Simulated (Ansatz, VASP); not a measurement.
Two plane-wave programs on La

File POSCAR:

```
La
1.0
   -2.0951271325      2.0951271325      2.0951271325
    2.0951271325     -2.0951271325      2.0951271325
    2.0951271325      2.0951271325     -2.0951271325
La
1
Direct
    0.0000000000      0.0000000000      0.0000000000
```

INCAR.step1

```
PREC = Accurate ; ENCUT = 520
EDIFF = 1E-5 ; ISMEAR = 0
SIGMA = 0.025 ; LREAL = False
LASPH = True ; NELM = 100
ALGO = Normal ; ISIF = 2
LWAVE = True ; LCHARG = False
GGA = PE ; NBANDS = 12
```

The input INCAR.step2:

```
PREC = Accurate ; ENCUT = 520
EDIFF = 1E-7 ; ISMEAR = 0
SIGMA = 0.025 ; LREAL = False
LASPH = True ; NELM = 100
ALGO = Normal ; ISIF = 2
LWAVE = False ; LCHARG = False
METAGGA = R2SCAN ; LHFCALC = True
AEXX = 0.5 ; LMIXTAU = True
PRECFOCK = Normal ; ISTART = 1
NBANDS = 12
```

File KPOINTS:

```
Automatic mesh
0
Gamma
  6 6 6
```

Contents of input.yaml:

```yaml
crystal:
  lattice:
    - [-2.0951271325, 2.0951271325, 2.0951271325]
    - [2.0951271325, -2.0951271325, 2.0951271325]
    - [2.0951271325, 2.0951271325, -2.0951271325]
  atoms:
    - { symbol: La, position: [0.0, 0.0, 0.0] }
hamiltonian:
  xc: r2scan50
  pseudopotentials: { kind: paw, accuracy: stringent }
kpoints:
  mp_grid: { grid: [6, 6, 6] }
scf:
  occupations: { method: gaussian, width: 0.025 }
output:
  forces: true
  stress: true
  eigenvalues: true
  write_density: true
  write_potential: true
  elf: true
  volumetric_format: npy
```

Alike in both runs: task single point; functional r2SCAN50; k mesh 6 × 6 × 6; occupations gaussian, width 0.025 eV; no spin polarisation.

```csv
,VASP,Ansatz
version,VASP 6.6.1,Ansatz 0.2.0
potentials or method,"VASP PAW PBE potentials, release 64 (La)",SSSP precision PAW
plane-wave cutoff (eV),520,544
valence electrons in the cell,11,11
```

|  | VASP | Ansatz | Ansatz less VASP |
| --- | --- | --- | --- |
| gap on the k mesh at the Fermi level (eV) | none | none | - |
| pressure (GPa) | 3.6 | 3.9 | +0.33 |

VASP's potentials were made for PBE, not for r2SCAN50. A gap of «none» marks a metal or a gap that the smearing closes. With one functional, cell and mesh, what is left measures potentials, basis and numerics.

Neither program's run includes spin-orbit coupling. Noted on Ansatz's run: the magnetic or orbital state may not be the lowest.
